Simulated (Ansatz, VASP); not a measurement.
# Ta in VASP and in Ansatz

The input INCAR:

```
ALGO = Normal
EDIFF = 1E-7
ENCUT = 520
GGA = PE
ISIF = 2
ISMEAR = -1
LASPH = True
LCHARG = True
LELF = True
LREAL = False
LVHAR = True
LWAVE = False
NBANDS = 12
NELM = 100
PREC = Accurate
SIGMA = 0.08
```

File KPOINTS:

```
k-points
0
Gamma
  17 17 17
```

The input POSCAR:

```
Ta
1.0
   -1.7008184000      1.6512800000      1.6512800000
    1.6512800000     -1.7008184000      1.6512800000
    1.6512800000      1.6512800000     -1.7008184000
Ta
1
Direct
    0.0000000000      0.0000000000      0.0000000000
```

Input for Ansatz:

```yaml
crystal:
  lattice:
    - [-1.7008184, 1.65128, 1.65128]
    - [1.65128, -1.7008184, 1.65128]
    - [1.65128, 1.65128, -1.7008184]
  atoms:
    - { symbol: Ta, position: [0.0, 0.0, 0.0] }
kpoints:
  mp_grid: { grid: [17, 17, 17] }
  band_path:
    path:
      - [0.0, 0.0, 0.0]
      - [0.0, 0.0, 0.5]
      - [-0.5, 0.5, 0.5]
      - [-0.7572253634, 0.2427746366, 0.2427746366]
      - [0.2427746366, 0.2427746366, 0.2427746366]
      - [0.0, 0.0, 0.0]
      - [-0.5, 0.0, 0.5]
    npoints: 5
scf:
  occupations: { method: fermi_dirac, width: 0.08 }
hamiltonian:
  xc: pbe
  pseudopotentials: { kind: all_electron, lapw: { basis_error: 0.0005 } }
output:
  forces: true
  stress: true
  eigenvalues: true
```

Change from the starting cell: equal xy, yz and zx shear strains of -3 %.

Alike in both runs: task single point; functional PBE; k mesh 17 × 17 × 17; occupations fermi-dirac, width 0.08 eV; no spin polarisation.

|  | VASP | Ansatz |
| --- | --- | --- |
| version | VASP 6.6.1 | Ansatz 0.2.0 |
| potentials or method | VASP PAW PBE potentials, release 64 (Ta_pv), cutoff 520 eV | all-electron LAPW, scalar-relativistic |

```csv
,VASP,Ansatz,Ansatz less VASP
pressure (GPa),3.6,3.4,-0.20
"traceless stress, the component that is largest in VASP (GPa)",2.21,2.17,-0.035
```

Ansatz ran all-electron here, and VASP with PAW potentials.

Spin-orbit coupling is off throughout.
